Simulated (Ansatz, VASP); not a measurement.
## RbTi in VASP and in Ansatz

File INCAR:

```
PREC = Accurate
ENCUT = 520
EDIFF = 1E-8
ISMEAR = -1
SIGMA = 0.03
LREAL = F
LASPH = T
NELM = 100
ALGO = Normal
ISIF = 2
LWAVE = F
LCHARG = F
GGA = PS
LEFG = T
NBANDS = 18
```

KPOINTS

```
Automatic mesh
0
Gamma
  10 10 10
```

File POSCAR:

```
RbTi
1.0
    4.0063785807      0.0000000000      0.0000000000
    0.0000000000      4.0063785807      0.0000000000
    0.0000000000      0.0000000000      4.0063785807
Rb Ti
1 1
Direct
    0.0000000000      0.0000000000      0.0000000000
    0.5000000000      0.5000000000      0.5000000000
```

Input for Ansatz:

```yaml
crystal:
  lattice:
    - [4.0063785807, 0.0, 0.0]
    - [0.0, 4.0063785807, 0.0]
    - [0.0, 0.0, 4.0063785807]
  atoms:
    - { symbol: Rb, position: [0.0, 0.0, 0.0] }
    - { symbol: Ti, position: [0.5, 0.5, 0.5] }
kpoints:
  mp_grid: { grid: [10, 10, 10] }
  band_path:
    path:
      - [0.0, 0.0, 0.0]
      - [0.0, 0.5, 0.0]
      - [0.5, 0.5, 0.0]
      - [0.0, 0.0, 0.0]
      - [0.5, 0.5, 0.5]
      - [0.0, 0.5, 0.0]
      - [0.5, 0.5, 0.5]
      - [0.5, 0.5, 0.0]
    npoints: 14
scf:
  occupations: { method: fermi_dirac, width: 0.03 }
hamiltonian:
  xc: pbesol
  pseudopotentials: { kind: paw }
output:
  forces: true
  stress: true
  eigenvalues: true
  efg: { contact_densities: true }
  populations: true
  bader: true
  dos: { projected: true, de: 0.2, e_range: [-14, 8] }
  write_density: true
  write_potential: true
  elf: true
  volumetric_format: npy
```

Alike in both runs: task electric field gradients; functional PBEsol; k mesh 10 × 10 × 10; occupations fermi-dirac, width 0.03 eV; no spin polarisation.

```csv
,VASP,Ansatz
version,VASP 6.6.1,Ansatz 0.2.0
potentials or method,"VASP PAW PBE potentials, release 64 (Rb_sv, Ti_sv)","PAW with Ansatz's default frozen-core files, scalar-relativistic"
plane-wave cutoff (eV),520,420
valence electrons in the cell,21,21
```

```tsv
	VASP	Ansatz	Ansatz less VASP
pressure (GPa)	0.1	0.0	-0.04
```

VASP's potentials were made for PBE, not for PBEsol.
